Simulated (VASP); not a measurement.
Write the native input for VASP 6.6.1 that does the following.

```yaml
Task: single point
Functional: PBE-based screened hybrid with 20 % exact exchange
Potentials_or_basis: VASP PAW PBE potentials, release 64 (Tl_d, Cl)
Cutoff: 400 eV
k_mesh: 4 × 4 × 4
Occupations: gaussian, width 0.01 eV
Spin: no spin polarisation
Dipole_correction: no
Grid_for_exact_exchange_PRECFOCK: Normal
Share_of_exact_exchange: 0.2
Further_INCAR_settings: ALGO = Normal; EDIFF = 1e-06; NBANDS = 17
Screening_parameter: 0.3 1/Å
```

The system is TlCl.

```
Tl Cl
1.0
     3.79363    0.00000    0.00000
     0.00000    3.79363    0.00000
     0.00000    0.00000    3.79363
Tl Cl
1 1
Direct
  0.00000 0.00000 0.00000
  0.50000 0.50000 0.50000
```

These files were run (other wordings do the same):

POSCAR

```
TlCl
1.0
    3.7936346873      0.0000000000      0.0000000000
    0.0000000000      3.7936346873      0.0000000000
    0.0000000000      0.0000000000      3.7936346873
Tl Cl
1 1
Direct
    0.0000000000      0.0000000000      0.0000000000
    0.5000000000      0.5000000000      0.5000000000
```

INCAR.step1

```
ALGO = Normal
EDIFF = 1E-5
ENCUT = 400
GGA = PE
GGA_COMPAT = False
ISIF = 2
ISMEAR = 0
LASPH = True
LREAL = False
LWAVE = True
NBANDS = 17
NELM = 120
PREC = Accurate
SIGMA = 0.01
```

INCAR.step2

```
AEXX = 0.2
ALGO = Normal
EDIFF = 1E-6
ENCUT = 400
GGA = PE
GGA_COMPAT = False
HFSCREEN = 0.3
ISIF = 2
ISMEAR = 0
ISTART = 1
LASPH = True
LCHARG = True
LELF = True
LHFCALC = True
LREAL = False
LVHAR = True
LWAVE = False
NBANDS = 17
NELM = 120
PREC = Accurate
PRECFOCK = Normal
SIGMA = 0.01
```

KPOINTS

```
k-points
0
Gamma
  4 4 4
```

Potentials or basis: VASP PAW PBE potentials, release 64 (Tl_d, Cl).

The run is started by

```console
$ cat potpaw_PBE.64/Tl_d/POTCAR potpaw_PBE.64/Cl/POTCAR > POTCAR
$ cp INCAR.step1 INCAR
$ mpirun -np 1 vasp_std > vasp.out
$ cp INCAR.step2 INCAR
$ mpirun -np 1 vasp_std > vasp.out
```

Results of the run:

| Property | Result |
| --- | --- |
| Pressure | 2.0 GPa |
| Band gap on the k mesh | 2.45 eV |

Caveat: the PAW data sets were made with another functional, which shifts forces and pressure a little; spin-orbit coupling is left out, which moves the levels of the heavy elements.

It took 5.5 min on 1 thread of Intel(R) Xeon(R) Platinum 8488C (Sapphire Rapids), on a shared host, peak memory 0.26 GiB.
